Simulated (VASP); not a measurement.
# TiNi (Pm-3m) in VASP: further runs, part 2 of 2

VASP 6.6.1.

**3. Relaxation of cell and atoms, PBEsol, collinear spin, ferromagnetic start**

This run uses another cell than the first one, of 13.34 Å³/atom.

Input file INCAR:

```
SYSTEM = TiNi
  PREC = Accurate
  ENCUT = 600
  EDIFF = 1E-6
  ISMEAR = 0
  SIGMA = 0.1
  LREAL = .False.
  LASPH = .True.
  NELM = 150
  ALGO = Normal
  ISIF = 3
  LWAVE = .False.
  LCHARG = .False.
  ISPIN = 2
  MAGMOM = 0.29 0.24
  LORBIT = 11
  LMAXMIX = 4
  GGA = PS
  IBRION = 2
  NSW = 100
  EDIFFG = -0.005
```

Input file KPOINTS:

```
regular mesh
0
Gamma
  14 14 14
  0 0 0
```

Input file POSCAR:

```
TiNi
1.0
    2.9880661300      0.0000000000      0.0000000000
    0.0000000000      2.9880661300      0.0000000000
    0.0000000000      0.0000000000      2.9880661300
Ti Ni
1 1
Direct
    0.5000000000      0.5000000000      0.5000000000
    0.0000000000      0.0000000000      0.0000000000
```

Potentials or basis: VASP PAW PBE potentials, release 64 (Ti_sv, Ni).

The run is started by

```bash
$ cat potpaw_PBE.64/Ti_sv/POTCAR potpaw_PBE.64/Ni/POTCAR > POTCAR
$ mpirun -np 1 vasp_std > vasp.out
```

OUTCAR:

```text
SYSTEM = TiNi
   PREC = Accurate
   ENCUT = 600
   EDIFF = 1E-6
   ISMEAR = 0
   LREAL = .False.
   LASPH = .True.
   NELM = 150
   ISIF = 3
   ISPIN = 2
   LORBIT = 11
   GGA = PS
   IBRION = 2
   NSW = 100
   EDIFFG = -0.005

 ion  position               nearest neighbor table
   1  0.500  0.500  0.500-   2 2.59   2 2.59   2 2.59   2 2.59   2 2.59   2 2.59   2 2.59   2 2.59

   2  0.000  0.000  0.000-   1 2.59   1 2.59   1 2.59   1 2.59   1 2.59   1 2.59   1 2.59   1 2.59

  LATTYP: Found a simple cubic cell.
 ALAT       =     2.9880661300

  Lattice vectors:

 A1 = (   2.9880661300,   0.0000000000,   0.0000000000)
 A2 = (   0.0000000000,   2.9880661300,   0.0000000000)
 A3 = (   0.0000000000,   0.0000000000,   2.9880661300)

Analysis of symmetry for initial positions (statically):
=====================================================================
 Subroutine PRICEL returns:
 Original cell was already a primitive cell.

 Routine SETGRP: Setting up the symmetry group for a
 simple cubic supercell.

 Subroutine GETGRP returns: Found 48 space group operations
 (whereof 48 operations were pure point group operations)
 out of a pool of 48 trial point group operations.

The static configuration has the point symmetry O_h .

Analysis of symmetry for dynamics (positions and initial velocities):
=====================================================================
 Subroutine PRICEL returns:
 Original cell was already a primitive cell.

 Routine SETGRP: Setting up the symmetry group for a
 simple cubic supercell.

 Subroutine GETGRP returns: Found 48 space group operations
 (whereof 48 operations were pure point group operations)
[... 262 lines left out ...]

 k-point     1 :       0.0000    0.0000    0.0000
  band No.  band energies     occupation
      1     -47.2058      1.00000
      2     -23.3942      1.00000
      3     -23.3942      1.00000
      4     -23.3942      1.00000
      5       1.7894      1.00000
      6       5.7082      1.00000
      7       5.7082      1.00000
      8       7.6671      1.00000
      9       7.6671      1.00000
     10       7.6671      1.00000
     11      10.1604      0.00000
     12      10.1604      0.00000
     13      12.3764      0.00000
     14      12.3764      0.00000
[... 403 lines left out ...]
      4     -23.3630      1.00000
      5       4.5821      1.00000
      6       6.2152      1.00000
      7       6.9161      1.00000
      8       7.2633      1.00000
      9       7.5283      1.00000
     10       7.6089      1.00000
     11       9.5405      0.98508
     12       9.8756      0.00513
     13      10.6388      0.00000
     14      11.1004      0.00000
     15      12.1028      0.00000

 [... further k-points ...]

 spin component 2

 k-point     1 :       0.0000    0.0000    0.0000
  band No.  band energies     occupation
      1     -47.2058      1.00000
      2     -23.3942      1.00000
      3     -23.3942      1.00000
      4     -23.3942      1.00000
      5       1.7894      1.00000
      6       5.7082      1.00000
      7       5.7082      1.00000
      8       7.6671      1.00000
      9       7.6671      1.00000
     10       7.6671      1.00000
     11      10.1604      0.00000
     12      10.1604      0.00000
     13      12.3764      0.00000
     14      12.3764      0.00000
[... 444 lines left out ...]
  FREE ENERGIE OF THE ION-ELECTRON SYSTEM (eV)
  ---------------------------------------------------
  free  energy   TOTEN  =       -15.2093621833 eV

  energy  without entropy=      -15.1951824051  energy(sigma->0) =      -15.20227229

 reached required accuracy - stopping structural energy minimisation

 total charge

# of ion       s       p       d       tot
------------------------------------------
    1        2.246   6.174   1.869  10.289
    2        0.594   0.494   8.327   9.416
--------------------------------------------------
tot          2.840   6.668  10.196  19.705

 magnetization (x)

# of ion       s       p       d       tot
------------------------------------------
    1        0.000  -0.000   0.000   0.000
    2        0.000  -0.000   0.000   0.000
--------------------------------------------------
tot          0.000  -0.000   0.000   0.000
```

OSZICAR:

```text
N       E                     dE             d eps       ncg     rms          rms(c)
DAV:   1     0.171348791450E+03    0.17135E+03   -0.12122E+04  7280   0.206E+03
DAV:   2    -0.344468832871E+01   -0.17479E+03   -0.17211E+03  7473   0.427E+02
[... 33 lines left out ...]
DAV:   5    -0.152085160830E+02    0.19555E-02   -0.17502E-02 10872   0.117E+00    0.247E-01
DAV:   6    -0.152090116660E+02   -0.49558E-03   -0.11810E-03  8666   0.407E-01    0.265E-01
DAV:   7    -0.152093225512E+02   -0.31089E-03   -0.21845E-03 10784   0.512E-01    0.440E-02
DAV:   8    -0.152093595497E+02   -0.36999E-04   -0.16250E-04  9719   0.113E-01    0.147E-02
DAV:   9    -0.152093626278E+02   -0.30780E-05   -0.20786E-05  9089   0.327E-02    0.645E-03
DAV:  10    -0.152093621833E+02    0.44446E-06   -0.17269E-06  6061   0.151E-02
   3 F= -.15209362E+02 E0= -.15202272E+02  d E =-.486716E-02  mag=     0.0000
```

CONTCAR:

```text
TiNi
   1.00000000000000
     2.9698895802270755    0.0000000000000000    0.0000000000000000
     0.0000000000000000    2.9698895802270755    0.0000000000000000
     0.0000000000000000    0.0000000000000000    2.9698895802270755
  Ti              Ni
     1     1
Direct
     0.5000000000000000    0.5000000000000000    0.5000000000000000
     0.0000000000000000    0.0000000000000000    0.0000000000000000

  0.00000000E+00  0.00000000E+00  0.00000000E+00
  0.00000000E+00  0.00000000E+00  0.00000000E+00
```

Wall time 2.7 min (1 thread of Intel Xeon Platinum 8259CL at 2.50GHz (Skylake/Cascade Lake), shared host); peak memory 0.23 GiB.

Results:

- Free energy: -15.2094 eV
- Relaxed volume: 13.10 Å³/atom
- Relaxed cell: a = 2.970 Å, b = 2.970 Å, c = 2.970 Å, α = 90.00°, β = 90.00°, γ = 90.00°
- Space group after relaxing (to 0.1 Å): Pm-3m (No. 221)
- Energy gained by relaxing: 2.4 meV/atom
- Ionic steps: 3
- Pressure after relaxing: 0.0 GPa
- Band gap on the k mesh: zero (filled and empty bands overlap)
- Net moment: 0.00 μB per cell
- Valence electrons inside the program's atomic spheres: Ti 10.29; Ni 9.42

Step by step:
```
step  energy change (eV)  largest force (eV/Å)  pressure (GPa)  volume (Å³)
   1              0.0000                0.0000           -3.28        26.68
   2              0.0016                0.0000            3.84        25.64
   3             -0.0049                0.0000           -0.03        26.20
```

Final structure:
```yaml
crystal:
  lattice:
    - [2.96989, 0.00000, 0.00000]
    - [0.00000, 2.96989, 0.00000]
    - [0.00000, 0.00000, 2.96989]
  atoms:
    - { symbol: Ti, position: [0.50000, 0.50000, 0.50000] }
    - { symbol: Ni, position: [0.00000, 0.00000, 0.00000] }
```

Caveat: the PAW data sets were made with another functional, which shifts forces and pressure a little.
